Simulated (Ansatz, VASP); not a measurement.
## CdSe in VASP and in Ansatz

```
CELL_PARAMETERS angstrom
0.00000 3.07027 3.07027
3.07027 0.00000 3.07027
3.07027 3.07027 0.00000
ATOMIC_POSITIONS crystal
Cd 0.00000 0.00000 0.00000
Se 0.75000 0.75000 0.75000
```

Alike in both runs: task single point; functional BLYP; k mesh 6 × 6 × 6; no spin polarisation.

|  | VASP | Ansatz |
| --- | --- | --- |
| version | VASP 6.6.1 | Ansatz 0.2.0 |
| potentials or method | VASP PAW PBE potentials, release 64 (Cd, Se), cutoff 500 eV | plane waves, PAW |
| occupations | gaussian, width 0.01 eV | fixed |
| valence electrons in the cell | 18 | 36 |

Ansatz gave:

```
gap on the k mesh at the Fermi level (eV) : 0.47
pressure (GPa)                            : 4.0
```

Problem. Estimate VASP's values.

Solution. gap on the k mesh at the Fermi level (eV): 0.50; pressure (GPa): 4.4.

VASP's potentials were made for PBE, not for BLYP. VASP's potentials hold 18 valence electrons a cell and Ansatz's 36, so a difference there can come from the potentials and not from the codes.
